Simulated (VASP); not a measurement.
# GaAs (P6_3/mmc) in VASP: single point with HSE06

Aim: the single point of GaAs with HSE06.

All numbers are computed with VASP 6.6.1; they aren't measurements. Logs are shortened: lines on timing, memory, paths and dates and some standing lists are left out, and cuts for length are marked.

## Step 1: The cell of the first run

It takes space group P6_3/mmc (No. 194, hexagonal). Conventional cell: a = 3.732 Å, b = 3.732 Å, c = 6.333 Å, α = 90.00°, β = 90.00°, γ = 120.00°. Ga (site symmetry -3m) has 6 As at 2.67 Å and 2 Ga at 3.17 Å within 3.5 Å. Within 3.5 Å of As (site symmetry -6m2) lie 6 Ga at 2.67 Å.

## Step 2: Single point, HSE06

The input, POSCAR:

```
GaAs
1.0
    3.7321680210      0.0000000000      0.0000000000
   -1.8660840105      3.2321523174      0.0000000000
    0.0000000000      0.0000000000      6.3327909813
Ga As
2 2
Direct
    0.0000000000      0.0000000000      0.0000000000
    0.0000000000      0.0000000000      0.5000000000
    0.3333333333      0.6666666667      0.2500000000
    0.6666666667      0.3333333333      0.7500000000
```

The input, INCAR.step1:

```
SYSTEM = GaAs
  PREC = Accurate
  ENCUT = 520
  EDIFF = 1E-5
  ISMEAR = -1
  SIGMA = 0.02
  LREAL = .FALSE.
  LASPH = .TRUE.
  NELM = 80
  ALGO = Normal
  ISIF = 2
  LWAVE = .TRUE.
  GGA = PE
  NBANDS = 26
```

The input, INCAR.step2:

```
SYSTEM = GaAs
  PREC = Accurate
  ENCUT = 520
  EDIFF = 1E-7
  ISMEAR = -1
  SIGMA = 0.02
  LREAL = .FALSE.
  LASPH = .TRUE.
  NELM = 80
  ALGO = Normal
  ISIF = 2
  LWAVE = .FALSE.
  LCHARG = .TRUE.
  GGA = PE
  LHFCALC = .TRUE.
  HFSCREEN = 0.2079
  PRECFOCK = Normal
  LELF = .TRUE.
  LVHAR = .TRUE.
  ISTART = 1
  NBANDS = 26
```

The input, KPOINTS:

```
regular mesh
0
G
  6 6 2
  0 0 0
```

Potentials or basis: VASP PAW PBE potentials, release 64 (Ga_d, As).

Launch:

```
cat potpaw_PBE.64/Ga_d/POTCAR potpaw_PBE.64/As/POTCAR > POTCAR
cp INCAR.step1 INCAR
mpirun -np 1 vasp_std > vasp.out
cp INCAR.step2 INCAR
mpirun -np 1 vasp_std > vasp.out
```

OUTCAR:

```text
SYSTEM = GaAs
   PREC = Accurate
   ENCUT = 520
   EDIFF = 1E-7
   ISMEAR = -1
   LREAL = .FALSE.
   LASPH = .TRUE.
   NELM = 80
   ISIF = 2
   GGA = PE
   LHFCALC = .TRUE.
   HFSCREEN = 0.2079
   PRECFOCK = Normal
   ISTART = 1

 ion  position               nearest neighbor table
   1  0.000  0.000  0.000-   3 2.67   4 2.67   4 2.67   3 2.67   4 2.67   3 2.67
   2  0.000  0.000  0.500-   3 2.67   4 2.67   4 2.67   3 2.67   4 2.67   3 2.67
   3  0.333  0.667  0.250-   1 2.67   2 2.67   1 2.67   2 2.67   1 2.67   2 2.67
   4  0.667  0.333  0.750-   1 2.67   2 2.67   1 2.67   2 2.67   1 2.67   2 2.67

  LATTYP: Found a hexagonal cell.
 ALAT       =     3.7321680210
 C/A-ratio  =     1.6968129371

  Lattice vectors:

 A1 = (   3.7321680210,   0.0000000000,   0.0000000000)
 A2 = (  -1.8660840105,   3.2321523174,   0.0000000000)
 A3 = (   0.0000000000,   0.0000000000,   6.3327909813)

Analysis of symmetry for initial positions (statically):
=====================================================================
 Subroutine PRICEL returns:
 Original cell was already a primitive cell.

 Routine SETGRP: Setting up the symmetry group for a
 hexagonal supercell.

 Subroutine GETGRP returns: Found 24 space group operations
 (whereof 12 operations were pure point group operations)
 out of a pool of 24 trial point group operations.

The static configuration has the point symmetry D_3d.
 The point group associated with its full space group is D_6h.

Analysis of symmetry for dynamics (positions and initial velocities):
=====================================================================
 Subroutine PRICEL returns:
 Original cell was already a primitive cell.

 Routine SETGRP: Setting up the symmetry group for a
 hexagonal supercell.

 Subroutine GETGRP returns: Found 24 space group operations
 (whereof 12 operations were pure point group operations)
 out of a pool of 24 trial point group operations.

The dynamic configuration has the point symmetry D_3d.
 The point group associated with its full space group is D_6h.

 Subroutine INISYM returns: Found 24 space group operations
 (whereof 12 operations are pure point group operations),
 and found     1 'primitive' translations

----------------------------------------------------------------------------------------

                                     Primitive cell

  volume of cell :      76.3920

  direct lattice vectors                    reciprocal lattice vectors
     3.732168021  0.000000000  0.000000000     0.267940777  0.154695680  0.000000000
    -1.866084011  3.232152317  0.000000000     0.000000000  0.309391360  0.000000000
     0.000000000  0.000000000  6.332790981     0.000000000  0.000000000  0.157908259

  length of vectors
     3.732168021  3.732168021  6.332790981     0.309391360  0.309391360  0.157908259

  position of ions in fractional coordinates (direct lattice)
     0.000000000  0.000000000  0.000000000
     0.000000000  0.000000000  0.500000000
     0.333333333  0.666666667  0.250000000
     0.666666667  0.333333333  0.750000000

  ion indices of the primitive-cell ions
   primitive index   ion index
                 1           1
                 2           2
                 3           3
                 4           4

----------------------------------------------------------------------------------------

 KPOINTS: regular mesh

Automatic generation of k-mesh.
 Grid dimensions read from file:
 generate k-points for:    6    6    2

 Generating k-lattice:

  Cartesian coordinates                     Fractional coordinates (reciprocal lattice)
     0.044656796  0.025782613  0.000000000     0.166666667  0.000000000  0.000000000
     0.000000000  0.051565227  0.000000000     0.000000000  0.166666667  0.000000000
     0.000000000  0.000000000  0.078954130     0.000000000  0.000000000  0.500000000

  Length of vectors
     0.051565227  0.051565227  0.078954130

  Shift w.r.t. Gamma in fractional coordinates (k-lattice)
     0.000000000  0.000000000  0.000000000

 Subroutine IBZKPT returns following result:
 ===========================================

 Found     14 irreducible k-points:

 Following reciprocal coordinates:
            Coordinates               Weight
  0.000000  0.000000  0.000000      1.000000
  0.166667  0.000000  0.000000      6.000000
  0.333333  0.000000  0.000000      6.000000
  0.500000  0.000000  0.000000      3.000000
  0.166667  0.166667  0.000000      6.000000
  0.333333  0.166667  0.000000     12.000000
  0.333333  0.333333  0.000000      2.000000
  0.000000  0.000000  0.500000      1.000000
  0.166667  0.000000  0.500000      6.000000
  0.333333  0.000000  0.500000      6.000000
  0.500000  0.000000  0.500000      3.000000
  0.166667  0.166667  0.500000      6.000000
  0.333333  0.166667  0.500000     12.000000
  0.333333  0.333333  0.500000      2.000000
   k-points           NKPTS =     14   k-points in BZ     NKDIM =     72   number of bands    NBANDS=     26
   number of dos      NEDOS =    301   number of ions     NIONS =      4
   total plane-waves  NPLWV =  37632
   dimension x,y,z NGX =    28 NGY =   28 NGZ =   48
   dimension x,y,z NGXF=    56 NGYF=   56 NGZF=   96
   ions per type =               2   2
   NGX,Y,Z   is equivalent  to a cutoff of  12.47, 12.47, 12.60 a.u.
   NGXF,Y,Z  is equivalent  to a cutoff of  24.94, 24.94, 25.20 a.u.
 SYSTEM =  GaAs
   PREC   = accura    normal or accurate (medium, high low for compatibility)
   ISTART =      1    job   : 0-new  1-cont  2-samecut
   ICHARG =      0    charge: 1-file 2-atom 10-const
   ISPIN  =      1    spin polarized calculation?
   LNONCOLLINEAR =      F non collinear calculations
   LSORBIT =      F    spin-orbit coupling
   LASPH  =      T    aspherical Exc in radial PAW
   ENCUT  =  520.0 eV  38.22 Ry    6.18 a.u.   6.94  6.94 11.77*2*pi/ulx,y,z
   NELM   =     80;   NELMIN=  2; NELMDL=  0     # of ELM steps
   EDIFF  = 0.1E-06   stopping-criterion for ELM
   LREAL  =      F    real-space projection
   EDIFFG = 0.1E-05   stopping-criterion for IOM
   NSW    =      0    number of steps for IOM
   IBRION =     -1    ionic relax: 0-MD 1-quasi-New 2-CG
   NFREE  =      0    steps in history (QN), initial steepest desc. (CG)
   ISIF   =      2    stress and relaxation
   ISYM   =      3    0-nonsym 1-usesym 2-fastsym
   POTIM  = 0.5000    time-step for ionic-motion
   TEBEG  =    0.0;   TEEND  =   0.0 temperature during run
   PSTRESS=    0.0 pullay stress
   NELECT =      36.0000    total number of electrons
   NUPDOWN=      -1.0000    fix difference up-down
   EMIN   =  10.00;   EMAX   =-10.00  energy-range for DOS
   EFERMI =   0.00;   METHOD = LEGACY
   ISMEAR =    -1;   SIGMA  =   0.02  broadening in eV -4-tet -1-fermi 0-gaus
   EFERMI_NEDOS =   21; number of points for ismear=-14 and -15
   IALGO  =     38    algorithm
   IMIX   =      1    mixing-type and parameters
     AMIX     =   0.40;   BMIX     =  1.00
     AMIX_MAG =   1.60;   BMIX_MAG =  1.00
  volume/ion in A,a.u.               =      19.10       128.88
  Fermi-wavevector in a.u.,A,eV,Ry     =   1.273971  2.407456 22.082291  1.623003
  Thomas-Fermi vector in A             =   2.406765
   LORBIT       =      0    0 simple, 1 ext, 2 COOP (PROOUT), +10 PAW based schemes
   GGA     = PE    functional components
   LHFCALC =     T    Hartree Fock is set to
   PRECFOCK=normal    Normal, Fast or Accurate (Low or Medium for compatibility)
   ENCUT4O =  -1.0   cutoff for four orbital integrals eV
   NKREDX  =     1    reduce k-point grid by
   NKREDY  =     1    reduce k-point grid by
   NKREDZ  =     1    reduce k-point grid by
   AEXX    =    0.2500 exact exchange contribution
   HFSCREEN=    0.2079 screening length (either q_TF or 0.3 A-1)
   HFSCREENC=   0.2079 screening length for correlation (either q_TF or 0.3 A-1)
   ENCUTFOCK=  -1.0 apply spherical cutoff to Coloumb kernel
   IVDW    =     0    specifies the selected vdW correction
   LEPSILON=     F    determine dielectric tensor
   LRPA    =     F    only Hartree local field effects (RPA)
 non-spin polarized calculation
  energy-cutoff  :      520.00
  volume of cell :       76.39
 maximum number of plane-waves:      2070
 NGX is ok and might be reduce to    28
  NGX = 24; NGY = 24; NGZ = 36

 number of electron      35.9999961 magnetization

 Free energy of the ion-electron system (eV)
  ---------------------------------------------------
  ext. energy  EPLUGINS =         0.00000000
  ---------------------------------------------------
  free energy    TOTEN  =       -17.94623806 eV

  energy without entropy =      -17.94468211  energy(sigma->0) =      -17.94546008

 E-fermi :   5.4886     XC(G=0):  -8.8418

 val. band max:        5.1827045737   @ k =   0.0000   0.0000   0.0000
 cond. band min:       5.5020726519   @ k =   0.0000   0.0000   0.0000
 fundamental gap:      0.3193680783
 Fermi energy:         5.4885565673

 k-point     1 :       0.0000    0.0000    0.0000
  band No.  band energies     occupation
      1     -12.4261      2.00000
      2     -12.4078      2.00000
      3     -12.4078      2.00000
      4     -12.3506      2.00000
      5     -12.3506      2.00000
      6     -12.3330      2.00000
[... 18 lines left out ...]
     25      12.0327      0.00000
     26      12.4636      0.00000

 k-point     2 :       0.1667    0.0000    0.0000
  band No.  band energies     occupation
      1     -12.4392      2.00000
      2     -12.4222      2.00000
      3     -12.4073      2.00000
      4     -12.3583      2.00000
      5     -12.3455      2.00000
      6     -12.3363      2.00000
[... 18 lines left out ...]
     25      12.5474      0.00000
     26      12.6868      0.00000

 k-point     3 :       0.3333    0.0000    0.0000
  band No.  band energies     occupation
      1     -12.4984      2.00000
      2     -12.4149      2.00000
      3     -12.4091      2.00000
      4     -12.3751      2.00000
      5     -12.3430      2.00000
      6     -12.3387      2.00000
[... 18 lines left out ...]
     25      14.7261      0.00000
     26      14.8139      0.00000

 k-point     4 :       0.5000    0.0000    0.0000
  band No.  band energies     occupation
      1     -12.5263      2.00000
      2     -12.4115      2.00000
      3     -12.4110      2.00000
      4     -12.3837      2.00000
      5     -12.3464      2.00000
      6     -12.3368      2.00000
[... 18 lines left out ...]
     25      13.7273      0.00000
     26      15.2674      0.00000

 k-point     5 :       0.1667    0.1667    0.0000
  band No.  band energies     occupation
      1     -12.4758      2.00000
      2     -12.4178      2.00000
      3     -12.4150      2.00000
      4     -12.3664      2.00000
      5     -12.3437      2.00000
      6     -12.3384      2.00000
[... 18 lines left out ...]
     25      13.7575      0.00000
     26      14.1710      0.00000

 k-point     6 :       0.3333    0.1667    0.0000
  band No.  band energies     occupation
      1     -12.5062      2.00000
      2     -12.4301      2.00000
      3     -12.4110      2.00000
      4     -12.3739      2.00000
      5     -12.3437      2.00000
      6     -12.3391      2.00000
[... 137 lines left out ...]
 k-point    11 :       0.5000    0.0000    0.5000
  band No.  band energies     occupation
      1     -12.4549      2.00000
      2     -12.4549      2.00000
      3     -12.3733      2.00000
      4     -12.3733      2.00000
      5     -12.3457      2.00000
      6     -12.3457      2.00000
[... 18 lines left out ...]
     25      13.2508      0.00000
     26      13.2508      0.00000

 k-point    12 :       0.1667    0.1667    0.5000
  band No.  band energies     occupation
      1     -12.4231      2.00000
      2     -12.4231      2.00000
      3     -12.3775      2.00000
      4     -12.3775      2.00000
      5     -12.3439      2.00000
      6     -12.3439      2.00000
[... 18 lines left out ...]
     25      13.2040      0.00000
     26      13.2040      0.00000

 k-point    13 :       0.3333    0.1667    0.5000
  band No.  band energies     occupation
      1     -12.4448      2.00000
      2     -12.4448      2.00000
      3     -12.3823      2.00000
      4     -12.3823      2.00000
      5     -12.3393      2.00000
      6     -12.3393      2.00000
[... 18 lines left out ...]
     25      15.0526      0.00000
     26      15.0526      0.00000

 k-point    14 :       0.3333    0.3333    0.5000
  band No.  band energies     occupation
      1     -12.4409      2.00000
      2     -12.4409      2.00000
      3     -12.3938      2.00000
      4     -12.3938      2.00000
      5     -12.3328      2.00000
      6     -12.3328      2.00000
[... 18 lines left out ...]
     25      15.1038      0.00000
     26      15.1038      0.00000

------------------------ aborting loop because EDIFF is reached ----------------------------------------

  FORCE on cell =-STRESS in cart. coord.  units (eV):
  Direction    XX          YY          ZZ          XY          YZ          ZX
  --------------------------------------------------------------------------------------
  -------------------------------------------------------------------------------------
  Total       -0.6329608     -0.6329608      0.6103765      0.0000000      0.0000000      0.0000000
  in kB      -13.2751434    -13.2751434     12.8014817      0.0000000      0.0000000      0.0000000
  external PRESSURE =      -4.5829350 kB  Pullay stress =       0.0000000 kB

 VOLUME and BASIS-vectors are now :
 -----------------------------------------------------------------------------
  energy-cutoff  :      520.00
  volume of cell :       76.39
      direct lattice vectors                 reciprocal lattice vectors
     3.732168021  0.000000000  0.000000000     0.267940777  0.154695680  0.000000000
    -1.866084011  3.232152317  0.000000000     0.000000000  0.309391360  0.000000000
     0.000000000  0.000000000  6.332790981     0.000000000  0.000000000  0.157908259

 POSITION                                       TOTAL-FORCE (eV/Angst)
 -----------------------------------------------------------------------------------
      0.00000      0.00000      0.00000        -0.000000      0.000000     -0.000000
      0.00000      0.00000      3.16640        -0.000000      0.000000     -0.000000
     -0.00000      2.15477      1.58320         0.000000     -0.000000      0.000000
      1.86608      1.07738      4.74959         0.000000      0.000000     -0.000000
 -----------------------------------------------------------------------------------
    total drift:                               -0.000001     -0.000002     -0.000006

  FREE ENERGIE OF THE ION-ELECTRON SYSTEM (eV)
  ---------------------------------------------------
  free  energy   TOTEN  =       -17.9462380555 eV

  energy  without entropy=      -17.9446821127  energy(sigma->0) =      -17.94546008
```

It took 3.1 h on 1 thread of Oxide Virtual Turin-like, shared host; peak memory 0.3 GiB.

Results:

* Free energy: -17.9462 eV
* Pressure: -0.5 GPa
* Band gap on the k mesh: zero (bands 18 and 19 overlap by 4.14 eV)

Stress tensor (GPa, compression positive):
```
-1.33  0.00  0.00
 0.00 -1.33  0.00
 0.00  0.00  1.28
```

Caveat: the k points lie up to 0.50 Å⁻¹ apart, too coarse for converged energies and pressures of a metal; the PAW data sets were made with another functional, which shifts forces and pressure a little.

The gap in the log of VASP goes by the Fermi energy; the results here count the filled bands.